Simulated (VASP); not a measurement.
# WS2 in VASP: further runs

Runs on WS2. Level: PBEsol+D3(BJ). Tasks: single point.

All numbers are computed with VASP 6.6.1; they aren't measurements. Logs are shortened: lines on timing, memory, paths and dates and some standing lists are left out, and cuts for length are marked.

## Step 1: The cell of the first run

The cell holds a slab with vacuum, 3 atoms: a = 3.072 Å, b = 3.072 Å, c = 16.653 Å, α = 90.00°, β = 90.00°, γ = 120.00°.

## Step 2: Single point, PBEsol+D3(BJ) (atoms displaced along a vibrational mode, the cell strained)

Input file INCAR:

```
ALGO     = Normal         # electronic algorithm
EDIFF    = 1E-6           # SCF threshold, eV
ENCUT    = 520            # plane-wave cutoff, eV
GGA      = PS             # functional
ISIF     = 2              # what is computed and relaxed
ISMEAR   = 0              # smearing method
IVDW     = 12             # dispersion correction
LASPH    = True           # aspherical terms in the spheres
LCHARG   = False          # write CHGCAR
LREAL    = False          # projectors in reciprocal space
LWAVE    = False          # write WAVECAR
NBANDS   = 20             # bands
NELM     = 80             # most SCF steps
PREC     = Accurate       # precision mode
SIGMA    = 0.05           # smearing width, eV
```

Input file KPOINTS:

```
k-points
0
Gamma
  12 12 2
```

Input file POSCAR:

```
WS2
1.0
    3.0715359137      0.0000000000      0.0000000000
   -1.5357679568      2.6600281299      0.0000000000
    0.0000000000      0.0000000000     16.6534413700
W S
1 2
Direct
    0.3333333333      0.6666666667      0.0000000000
    0.6484190858      0.3333333333      0.9071447969
    0.6849142475      0.3333333333      0.0928552031
```

Potentials or basis: VASP PAW PBE potentials, release 64 (W_sv, S).

On the command line:

```bash
cat potpaw_PBE.64/W_sv/POTCAR potpaw_PBE.64/S/POTCAR > POTCAR
mpirun -np 1 vasp_std > vasp.out
```

OUTCAR:

```text
EDIFF = 1E-6
   ENCUT = 520
   GGA = PS
   ISIF = 2
   ISMEAR = 0
   IVDW = 12
   LASPH = True
   LREAL = False
   NELM = 80
   PREC = Accurate
 IVDW          = 12

 ion  position               nearest neighbor table
   1  0.333  0.667  0.000-   3 2.32   2 2.32   2 2.35   3 2.35   2 2.39   3 2.39
   2  0.648  0.333  0.907-   1 2.32   1 2.35   1 2.39
   3  0.685  0.333  0.093-   1 2.32   1 2.35   1 2.39

  LATTYP: Found a hexagonal cell.
 ALAT       =     3.0715359137
 C/A-ratio  =     5.4218611919

  Lattice vectors:

 A1 = (   3.0715359137,   0.0000000000,   0.0000000000)
 A2 = (  -1.5357679568,   2.6600281299,   0.0000000000)
 A3 = (   0.0000000000,   0.0000000000,  16.6534413700)

Analysis of symmetry for initial positions (statically):
=====================================================================
 Subroutine PRICEL returns:
 Original cell was already a primitive cell.

 Routine SETGRP: Setting up the symmetry group for a
 hexagonal supercell.

 Subroutine GETGRP returns: Found  2 space group operations
 (whereof  2 operations were pure point group operations)
 out of a pool of 24 trial point group operations.

The static configuration has the point symmetry C_2 .

Analysis of symmetry for dynamics (positions and initial velocities):
=====================================================================
 Subroutine PRICEL returns:
 Original cell was already a primitive cell.

 Routine SETGRP: Setting up the symmetry group for a
 hexagonal supercell.

 Subroutine GETGRP returns: Found  2 space group operations
 (whereof  2 operations were pure point group operations)
 out of a pool of 24 trial point group operations.

The dynamic configuration has the point symmetry C_2 .

 Subroutine INISYM returns: Found  2 space group operations
 (whereof  2 operations are pure point group operations),
 and found     1 'primitive' translations

----------------------------------------------------------------------------------------

                                     Primitive cell

  volume of cell :     136.0648

  direct lattice vectors                    reciprocal lattice vectors
     3.071535914  0.000000000  0.000000000     0.325570017  0.187967937  0.000000000
    -1.535767957  2.660028130  0.000000000     0.000000000  0.375935874  0.000000000
     0.000000000  0.000000000 16.653441370     0.000000000  0.000000000  0.060047649

  length of vectors
     3.071535914  3.071535914 16.653441370     0.375935874  0.375935874  0.060047649

  position of ions in fractional coordinates (direct lattice)
     0.333333333  0.666666667  0.000000000
     0.648419086  0.333333333  0.907144797
     0.684914247  0.333333333  0.092855203

  ion indices of the primitive-cell ions
   primitive index   ion index
                 1           1
                 2           2
                 3           3

----------------------------------------------------------------------------------------

 KPOINTS: k-points

Automatic generation of k-mesh.
 Grid dimensions read from file:
 generate k-points for:   12   12    2

 Generating k-lattice:

  Cartesian coordinates                     Fractional coordinates (reciprocal lattice)
     0.027130835  0.015663995  0.000000000     0.083333333  0.000000000  0.000000000
     0.000000000  0.031327990  0.000000000     0.000000000  0.083333333  0.000000000
     0.000000000  0.000000000  0.030023824     0.000000000  0.000000000  0.500000000

  Length of vectors
     0.031327990  0.031327990  0.030023824

  Shift w.r.t. Gamma in fractional coordinates (k-lattice)
     0.000000000  0.000000000  0.000000000

 Subroutine IBZKPT returns following result:
 ===========================================

 Found     86 irreducible k-points:

 Following reciprocal coordinates:
            Coordinates               Weight
  0.000000  0.000000  0.000000      1.000000
  0.083333 -0.000000  0.000000      4.000000
  0.000000  0.083333  0.000000      2.000000
  0.166667  0.000000  0.000000      4.000000
  0.000000  0.166667  0.000000      2.000000
  0.250000  0.000000  0.000000      4.000000
[... 16 lines left out ...]
 -0.083333  0.416667  0.000000      4.000000
 -0.416667  0.333333  0.000000      4.000000
 [... further k-points ...]
   k-points           NKPTS =     86   k-points in BZ     NKDIM =     86   number of bands    NBANDS=     20
   number of dos      NEDOS =    301   number of ions     NIONS =      3
   total plane-waves  NPLWV =  72576
   dimension x,y,z NGX =    24 NGY =   24 NGZ =  126
   dimension x,y,z NGXF=    48 NGYF=   48 NGZF=  252
   ions per type =               1   2
   NGX,Y,Z   is equivalent  to a cutoff of  12.99, 12.99, 12.58 a.u.
   NGXF,Y,Z  is equivalent  to a cutoff of  25.98, 25.98, 25.16 a.u.
 SYSTEM =  unknown system
   PREC   = accura    normal or accurate (medium, high low for compatibility)
   ISTART =      0    job   : 0-new  1-cont  2-samecut
   ICHARG =      2    charge: 1-file 2-atom 10-const
   ISPIN  =      1    spin polarized calculation?
   LNONCOLLINEAR =      F non collinear calculations
   LSORBIT =      F    spin-orbit coupling
   LASPH  =      T    aspherical Exc in radial PAW
   ENCUT  =  520.0 eV  38.22 Ry    6.18 a.u.   5.71  5.71 30.96*2*pi/ulx,y,z
   NELM   =     80;   NELMIN=  2; NELMDL= -5     # of ELM steps
   EDIFF  = 0.1E-05   stopping-criterion for ELM
   LREAL  =      F    real-space projection
   EDIFFG = 0.1E-04   stopping-criterion for IOM
   NSW    =      0    number of steps for IOM
   IBRION =     -1    ionic relax: 0-MD 1-quasi-New 2-CG
   NFREE  =      0    steps in history (QN), initial steepest desc. (CG)
   ISIF   =      2    stress and relaxation
   ISYM   =      2    0-nonsym 1-usesym 2-fastsym
   POTIM  = 0.5000    time-step for ionic-motion
   TEBEG  =    0.0;   TEEND  =   0.0 temperature during run
   PSTRESS=    0.0 pullay stress
   NELECT =      26.0000    total number of electrons
   NUPDOWN=      -1.0000    fix difference up-down
   EMIN   =  10.00;   EMAX   =-10.00  energy-range for DOS
   EFERMI =   0.00;   METHOD = LEGACY
   ISMEAR =     0;   SIGMA  =   0.05  broadening in eV -4-tet -1-fermi 0-gaus
   EFERMI_NEDOS =   21; number of points for ismear=-14 and -15
   IALGO  =     38    algorithm
   IMIX   =      4    mixing-type and parameters
     AMIX     =   0.40;   BMIX     =  1.00
     AMIX_MAG =   1.60;   BMIX_MAG =  1.00
  volume/ion in A,a.u.               =      45.35       306.07
  Fermi-wavevector in a.u.,A,eV,Ry     =   0.942940  1.781898 12.097425  0.889136
  Thomas-Fermi vector in A             =   2.070599
   LORBIT       =      0    0 simple, 1 ext, 2 COOP (PROOUT), +10 PAW based schemes
   GGA     = PS    functional components
   LHFCALC =     F    Hartree Fock is set to
   AEXX    =    0.0000 exact exchange contribution
   IVDW    =    12    specifies the selected vdW correction
   LEPSILON=     F    determine dielectric tensor
   LRPA    =     F    only Hartree local field effects (RPA)
 non-spin polarized calculation
 Gauss-broadening in eV      SIGMA  =   0.05
  energy-cutoff  :      520.00
  volume of cell :      136.06
 maximum number of plane-waves:      3685
   NGX = 11   NGY = 11   NGZ = 61

 number of electron      25.9999997 magnetization

 Free energy of the ion-electron system (eV)
  ---------------------------------------------------
  ext. energy  EPLUGINS =         0.00000000
  ---------------------------------------------------
  free energy    TOTEN  =       -25.09800955 eV

  energy without entropy =      -25.09800955  energy(sigma->0) =      -25.09800955

 E-fermi :  -0.5265     XC(G=0):  -4.7637

 val. band max:       -0.8408638777   @ k =   0.3333   0.3333   0.0000
 cond. band min:       1.2228793033   @ k =  -0.3333   0.1667   0.0000
 fundamental gap:      2.0637431809
 Fermi energy:        -0.5265050623

 k-point     1 :       0.0000    0.0000    0.0000
  band No.  band energies     occupation
      1     -74.5786      2.00000
      2     -38.9527      2.00000
      3     -38.6678      2.00000
      4     -38.6669      2.00000
      5     -16.1371      2.00000
      6     -14.2729      2.00000
[... 12 lines left out ...]
     19       4.6735      0.00000
     20       5.0980      0.00000

 k-point     2 :       0.0833   -0.0000    0.0000
  band No.  band energies     occupation
      1     -74.5766      2.00000
      2     -38.9463      2.00000
      3     -38.7021      2.00000
      4     -38.6750      2.00000
      5     -16.0021      2.00000
      6     -14.2259      2.00000
[... 12 lines left out ...]
     19       4.8219      0.00000
     20       5.6058      0.00000

 k-point     3 :       0.0000    0.0833    0.0000
  band No.  band energies     occupation
      1     -74.5766      2.00000
      2     -38.9463      2.00000
      3     -38.7015      2.00000
      4     -38.6757      2.00000
      5     -16.0021      2.00000
      6     -14.2260      2.00000
[... 12 lines left out ...]
     19       4.8222      0.00000
     20       5.6101      0.00000

 k-point     4 :       0.1667    0.0000    0.0000
  band No.  band energies     occupation
      1     -74.5714      2.00000
      2     -38.9289      2.00000
      3     -38.7955      2.00000
      4     -38.6964      2.00000
      5     -15.6174      2.00000
      6     -14.0924      2.00000
[... 12 lines left out ...]
     19       5.2501      0.00000
     20       6.3078      0.00000

 k-point     5 :       0.0000    0.1667    0.0000
  band No.  band energies     occupation
      1     -74.5714      2.00000
      2     -38.9288      2.00000
      3     -38.7950      2.00000
      4     -38.6971      2.00000
      5     -15.6171      2.00000
      6     -14.0926      2.00000
[... 12 lines left out ...]
     19       5.2509      0.00000
     20       6.3117      0.00000
[... 353 lines left out ...]
      6     -13.7571      2.00000
[... 12 lines left out ...]
     19       6.3452      0.00000
     20       7.0767      0.00000

 k-point    22 :       0.3333    0.0833    0.0000
  band No.  band energies     occupation
      1     -74.5535      2.00000
      2     -39.0890      2.00000
      3     -38.8682      2.00000
      4     -38.7853      2.00000
      5     -14.0131      2.00000
      6     -13.5531      2.00000
[... 12 lines left out ...]
     19       6.8863      0.00000
     20       6.9925      0.00000

 k-point    23 :      -0.0833    0.4167    0.0000
  band No.  band energies     occupation
      1     -74.5535      2.00000
      2     -39.0884      2.00000
      3     -38.8686      2.00000
      4     -38.7857      2.00000
      5     -14.0124      2.00000
      6     -13.5534      2.00000
[... 12 lines left out ...]
     19       6.8830      0.00000
     20       7.0002      0.00000

 k-point    24 :      -0.4167    0.3333    0.0000
  band No.  band energies     occupation
      1     -74.5535      2.00000
      2     -39.0892      2.00000
      3     -38.8682      2.00000
      4     -38.7852      2.00000
      5     -14.0136      2.00000
      6     -13.5526      2.00000
[... 12 lines left out ...]
     19       6.8695      0.00000
     20       7.0067      0.00000

 [... further k-points ...]

------------------------ aborting loop because EDIFF is reached ----------------------------------------

 Edisp (eV)   -0.78898

 E8    (eV) :    -0.5301

  FORCE on cell =-STRESS in cart. coord.  units (eV):
  Direction    XX          YY          ZZ          XY          YZ          ZX
  --------------------------------------------------------------------------------------
  -------------------------------------------------------------------------------------
  Total       3.05240     3.05061     3.33973     0.00000     0.00000    -2.08800
  in kB      35.94238    35.92130    39.32571     0.00000     0.00000   -24.58643
  external pressure =       37.06 kB  Pullay stress =        0.00 kB

 VOLUME and BASIS-vectors are now :
 -----------------------------------------------------------------------------
  energy-cutoff  :      520.00
  volume of cell :      136.06
      direct lattice vectors                 reciprocal lattice vectors
     3.071535914  0.000000000  0.000000000     0.325570017  0.187967937  0.000000000
    -1.535767957  2.660028130  0.000000000     0.000000000  0.375935874  0.000000000
     0.000000000  0.000000000 16.653441370     0.000000000  0.000000000  0.060047649

 POSITION                                       TOTAL-FORCE (eV/Angst)
 -----------------------------------------------------------------------------------
     -0.00000      1.77335      0.00000         0.000000      0.064909      0.000000
      1.47972      0.88668     15.10708         0.675191     -0.032454     -1.094436
      1.59182      0.88668      1.54636        -0.675191     -0.032454      1.094436
 -----------------------------------------------------------------------------------
    total drift:                                0.000000     -0.000003      0.000000

  FREE ENERGIE OF THE ION-ELECTRON SYSTEM (eV)
  ---------------------------------------------------
  free  energy   TOTEN  =       -25.8869894501 eV

  energy  without entropy=      -25.8869894501  energy(sigma->0) =      -25.88698945
```

It took 1.7 min on 1 thread of Intel Xeon 6975P-C (Granite Rapids), shared host; peak memory 0.4 GiB.

Results:

```yaml
Free_energy: -25.8870 eV
Largest_force: 1.286 eV/Å
Band_gap_on_the_k_mesh: 2.06 eV (least direct gap 2.17 eV)
Dispersion_energy_per_atom: -0.263 eV
```

Forces in eV/Å, atoms in the order of the input:
```
W    0.000  0.065  0.000
S    0.675 -0.032 -1.094
S   -0.675 -0.032  1.094
```

Caveat: the cell differs from its parent crystal (atoms displaced along a vibrational mode, the cell strained); the PAW data sets were made with another functional, which shifts forces and pressure a little; spin-orbit coupling is left out, which moves the levels of the heavy elements.

(Continued in part 2 of 3.)
